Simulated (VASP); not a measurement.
# TaN in VASP: notebook, part 2 of 2

VASP 6.6.1.

## Step 3: Single point, r2SCAN

POSCAR

```
TaN
1.0
    2.9380000000      0.0000000000      0.0000000000
   -1.4690000000      2.5443826363      0.0000000000
    0.0000000000      0.0000000000      2.8830000000
Ta N
1 1
Direct
    0.0114440000      0.0083290000      0.4832640000
    0.6525550000      0.3388060000      0.0058730000
```

INCAR.step1

```
SYSTEM = TaN
PREC = Accurate
ENCUT = 520
ISMEAR = 0
SIGMA = 0.05
LREAL = .False.
LASPH = .True.
NELM = 100
NBANDS = 15
GGA = PE
ALGO = Normal
EDIFF = 1E-4
LWAVE = .True.
LCHARG = .False.
```

INCAR.step2

```
SYSTEM = TaN
PREC = Accurate
ENCUT = 520
EDIFF = 1E-7
ISMEAR = 0
SIGMA = 0.05
LREAL = .False.
LASPH = .True.
NELM = 100
ALGO = Normal
ISIF = 2
LWAVE = .False.
LCHARG = .False.
METAGGA = R2SCAN
LMIXTAU = .True.
NBANDS = 15
ISTART = 1
```

KPOINTS

```
Automatic mesh
0
Gamma
  8 8 7
  0 0 0
```

Potentials or basis: VASP PAW PBE potentials, release 64 (Ta_pv, N).

On the command line:

```console
$ cat potpaw_PBE.64/Ta_pv/POTCAR potpaw_PBE.64/N/POTCAR > POTCAR
$ cp INCAR.step1 INCAR
$ mpirun -np 1 vasp_std > vasp.out
$ cp INCAR.step2 INCAR
$ mpirun -np 1 vasp_std > vasp.out
```

OUTCAR:

```text
SYSTEM = TaN
   PREC = Accurate
   ENCUT = 520
   EDIFF = 1E-7
   ISMEAR = 0
   LREAL = .False.
   LASPH = .True.
   NELM = 100
   ISIF = 2
   METAGGA = R2SCAN
   ISTART = 1

 ion  position               nearest neighbor table
   1  0.011  0.008  0.483-   2 2.13   2 2.19   2 2.22   2 2.23   2 2.28   2 2.31
   2  0.653  0.339  0.006-   1 2.13   1 2.19   1 2.22   1 2.23   1 2.28   1 2.31

  LATTYP: Found a hexagonal cell.
 ALAT       =     2.9380000000
 C/A-ratio  =     0.9812797822

  Lattice vectors:

 A1 = (   2.9380000000,   0.0000000000,   0.0000000000)
 A2 = (  -1.4690000000,   2.5443826363,   0.0000000000)
 A3 = (   0.0000000000,   0.0000000000,   2.8830000000)

Analysis of symmetry for initial positions (statically):
=====================================================================
 Subroutine PRICEL returns:
 Original cell was already a primitive cell.

 Routine SETGRP: Setting up the symmetry group for a
 hexagonal supercell.

 Subroutine GETGRP returns: Found  1 space group operations
 (whereof  1 operations were pure point group operations)
 out of a pool of 24 trial point group operations.

The static configuration has the point symmetry C_1 .

Analysis of symmetry for dynamics (positions and initial velocities):
=====================================================================
 Subroutine PRICEL returns:
 Original cell was already a primitive cell.

 Routine SETGRP: Setting up the symmetry group for a
 hexagonal supercell.

 Subroutine GETGRP returns: Found  1 space group operations
 (whereof  1 operations were pure point group operations)
 out of a pool of 24 trial point group operations.

The dynamic configuration has the point symmetry C_1 .

 Subroutine INISYM returns: Found  1 space group operations
 (whereof  1 operations are pure point group operations),
 and found     1 'primitive' translations

----------------------------------------------------------------------------------------

                                     Primitive cell

  volume of cell :      21.5516
[... 120 lines left out ...]
 non-spin polarized calculation
 Gauss-broadening in eV      SIGMA  =   0.05
  energy-cutoff  :      520.00
  volume of cell :       21.55
 maximum number of plane-waves:       605
 NGX is ok and might be reduce to    24

 number of electron      16.0000000 magnetization

 Free energy of the ion-electron system (eV)
  ---------------------------------------------------
  ext. energy  EPLUGINS =         0.00000000
  ---------------------------------------------------
  free energy    TOTEN  =       -60.32866058 eV

  energy without entropy =      -60.32849069  energy(sigma->0) =      -60.32857563

 E-fermi :   8.2711     XC(G=0): -14.3431

 val. band max:        8.2395828092   @ k =   0.0000   0.0000   0.4286
 cond. band min:       8.3024845786   @ k =   0.0000   0.0000   0.2857
 fundamental gap:      0.0629017694
 Fermi energy:         8.2710520412

 k-point     1 :       0.0000    0.0000    0.0000
  band No.  band energies     occupation
      1     -27.9170      2.00000
      2     -27.6543      2.00000
      3     -27.6498      2.00000
      4     -10.5921      2.00000
      5       3.2442      2.00000
      6       3.3649      2.00000
      7       3.7577      2.00000
      8       5.2760      2.00000
      9      10.5371      0.00000
     10      11.6692      0.00000
     11      12.2346      0.00000
     12      12.4931      0.00000
     13      12.6862      0.00000
     14      18.8554      0.00000
[... 401 lines left out ...]
      2     -27.9851      2.00000
      3     -27.7693      2.00000
      4      -8.3246      2.00000
      5      -0.1272      2.00000
      6       2.8644      2.00000
      7       3.5237      2.00000
      8       6.0893      2.00000
      9      10.5447      0.00000
     10      11.1181      0.00000
     11      13.0045      0.00000
     12      14.7609      0.00000
     13      17.3617      0.00000
     14      18.8514      0.00000
     15      21.2324      0.00000

 [... further k-points ...]

------------------------ aborting loop because EDIFF is reached ----------------------------------------

  FORCE on cell =-STRESS in cart. coord.  units (eV):
  Direction    XX          YY          ZZ          XY          YZ          ZX
  --------------------------------------------------------------------------------------
  -------------------------------------------------------------------------------------
  Total        0.3863013      0.2921034      0.5499486      0.1218028     -0.0421268     -0.2339987
  in kB       28.7182486     21.7154245     40.8840438      9.0550145     -3.1317702    -17.3958269
  external PRESSURE =      30.4392390 kB  Pullay stress =       0.0000000 kB

 VOLUME and BASIS-vectors are now :
 -----------------------------------------------------------------------------
  energy-cutoff  :      520.00
  volume of cell :       21.55
      direct lattice vectors                 reciprocal lattice vectors
     2.938000000  0.000000000  0.000000000     0.340367597  0.196511324  0.000000000
    -1.469000000  2.544382636  0.000000000     0.000000000  0.393022648  0.000000000
     0.000000000  0.000000000  2.883000000     0.000000000  0.000000000  0.346860909

 POSITION                                       TOTAL-FORCE (eV/Angst)
 -----------------------------------------------------------------------------------
      0.02139      0.02119      1.39325        -0.980983     -0.134022      0.957591
      1.41950      0.86205      0.01693         0.980983      0.134022     -0.957591
 -----------------------------------------------------------------------------------
    total drift:                                0.000134     -0.000421      0.000036

  FREE ENERGIE OF THE ION-ELECTRON SYSTEM (eV)
  ---------------------------------------------------
  free  energy   TOTEN  =       -60.3286605790 eV

  energy  without entropy=      -60.3284906854  energy(sigma->0) =      -60.32857563
```

OSZICAR.step1:

```text
N       E                     dE             d eps       ncg     rms          rms(c)
DAV:   1     0.955062035234E+02    0.95506E+02   -0.88272E+03  6796   0.111E+03
DAV:   2    -0.218634690716E+02   -0.11737E+03   -0.11091E+03  8201   0.308E+02
DAV:   3    -0.249144242915E+02   -0.30510E+01   -0.30380E+01  7676   0.481E+01
DAV:   4    -0.249273132047E+02   -0.12889E-01   -0.12885E-01  8880   0.339E+00
DAV:   5    -0.249273883534E+02   -0.75149E-04   -0.75144E-04  7795   0.243E-01    0.237E+01
DAV:   6    -0.224561232196E+02    0.24713E+01   -0.40807E+00  9027   0.238E+01    0.998E+00
DAV:   7    -0.224022099243E+02    0.53913E-01   -0.61292E-01  7459   0.624E+00    0.702E+00
DAV:   8    -0.223830489660E+02    0.19161E-01   -0.15625E-01  8558   0.337E+00    0.166E+00
DAV:   9    -0.223741475370E+02    0.89014E-02   -0.17983E-02  7536   0.113E+00    0.187E-01
DAV:  10    -0.223742372741E+02   -0.89737E-04   -0.12796E-03  8271   0.402E-01    0.101E-01
DAV:  11    -0.223741543530E+02    0.82921E-04   -0.94916E-05  5006   0.107E-01
   1 F= -.22374154E+02 E0= -.22374130E+02  d E =-.494741E-04
```

It took 1.9 min on 1 thread of Intel Xeon Platinum 8488C (Sapphire Rapids), shared host; peak memory 0.2 GiB.

Results:

| Item | Value |
| --- | --- |
| Free energy | -60.3287 eV |
| Pressure | 3.0 GPa |
| Largest force | 1.377 eV/Å |
| Band gap on the k mesh | zero (band 8 reaches 8.30 eV, above the bottom of band 9 at 8.24 eV) |

Forces on the atoms (eV/Å):
```
Ta  -0.981 -0.134  0.958
N    0.981  0.134 -0.958
```

Stress tensor (GPa, compression positive):
```
 2.87  0.91 -1.74
 0.91  2.17 -0.31
-1.74 -0.31  4.09
```

Levels at points of the mesh, in eV from the Fermi level:
```tsv
k point	band 6	band 7	band 8	band 9	band 10	band 11
(0.00, 0.00, 0.00)	-4.91	-4.51	-3.00	2.27	3.40	3.96
(0.50, 0.00, 0.00)	-5.71	-3.82	-3.28	3.25	4.05	5.34
(0.00, 0.50, 0.00)	-5.51	-4.15	-2.95	3.16	4.08	5.36
(0.50, 0.50, 0.00)	-5.34	-3.93	-3.21	3.13	4.12	4.97
```

Caveat: the PAW data sets were made with another functional, which shifts forces and pressure a little; spin-orbit coupling is left out, which moves the levels of the heavy elements.

## Step 4: Single point, PBE+U

INCAR

```
ALGO = Normal ; EDIFF = 1E-6
ENCUT = 520 ; GGA = PE
ISIF = 2 ; ISMEAR = -1
LASPH = T ; LCHARG = F
LDAU = T ; LDAUJ = 0 0
LDAUL = 2 -1 ; LDAUPRINT = 1
LDAUTYPE = 2 ; LDAUU = 7 0
LMAXMIX = 4 ; LREAL = F
LWAVE = F ; NBANDS = 15
NELM = 150 ; PREC = Accurate
SIGMA = 0.1
```

KPOINTS

```
k-points
0
Gamma
  8 8 7
```

POSCAR is that of step 3.

On the command line:

```console
$ cat potpaw_PBE.64/Ta_pv/POTCAR potpaw_PBE.64/N/POTCAR > POTCAR
$ mpirun -np 1 vasp_std > vasp.out
```

It took 30 s on 1 thread of Intel Xeon Platinum 8488C (Sapphire Rapids), shared host; peak memory 0.2 GiB.

The run converged. Its results:

* Free energy: -16.1546 eV
* Pressure: 30.7 GPa
* Largest force: 1.592 eV/Å
* Band gap on the k mesh: 0.14 eV, direct

Forces in eV/Å, atoms in the order of the input:
```
Ta  -1.041 -0.153  1.194
N    1.041  0.153 -1.194
```

Stress tensor (GPa, compression positive):
```
29.77  2.58 -1.77
 2.58 28.55 -0.33
-1.77 -0.33 33.76
```

Levels at points of the mesh, in eV from the valence-band top:
```tsv
k point	band 6	band 7	band 8	band 9	band 10	band 11
(0.00, 0.00, 0.00)	-4.88	-4.59	-3.34	1.27	3.13	3.81
(0.50, 0.00, 0.00)	-5.53	-3.95	-3.50	3.79	3.85	5.41
(0.00, 0.50, 0.00)	-5.34	-4.27	-3.15	3.68	3.85	5.11
(0.50, 0.50, 0.00)	-5.19	-4.07	-3.37	3.62	3.86	4.78
```

Eigenvalues of the final occupation matrices:
```
    site  spin  trace               eigenvalues
site 1 d     1   1.12  0.15 0.17 0.24 0.25 0.31
site 1 d     2   1.12  0.15 0.17 0.24 0.25 0.31
```

Caveat: spin-orbit coupling is left out, which moves the levels of the heavy elements; forces of over 1 eV/Å act on the atoms, so gaps and moduli don't describe the material at rest. A k mesh can miss the band edges.

## Step 5: The runs side by side

```tsv
level	U	k mesh	smearing	gap on the mesh (eV)	pressure (GPa)	largest force (eV/Å)
PBE+U	Ta d U = 7.0 eV	9 × 9 × 8	methfessel-paxton 0.005 eV	none	29.0	-
r2SCAN	-	8 × 8 × 7	gaussian 0.05 eV	none	3.0	1.38
PBE+U	Ta d U = 7.0 eV	8 × 8 × 7	fermi-dirac 0.1 eV	0.14	30.7	1.59
```

Some of these runs hold the atoms at other places in the same cell, which the table doesn't show; runs alike in all that it shows share one row.

Alike in all rows: task single point; potentials or basis VASP PAW PBE potentials, release 64 (Ta_pv, N); no spin polarisation; cell as given; cutoff (eV) 520.

On the cell as given the gap runs from zero (PBE+U) to 0.14 eV (PBE+U); the meshes differ, which moves gaps too. The pressure there spans 3.0 GPa (r2SCAN) to 30.7 GPa (PBE+U); a positive pressure means that this level wants a larger cell, a negative one a smaller.

Caveats: spin-orbit coupling is left out, which moves the levels of the heavy elements; U without spin polarisation on a metal has little footing (some runs); the PAW data sets were made with another functional, which shifts forces and pressure a little (some runs); forces of over 1 eV/Å act on the atoms, so gaps and moduli don't describe the material at rest (some runs).

Absolute energies hang on the potentials; compare differences alone.
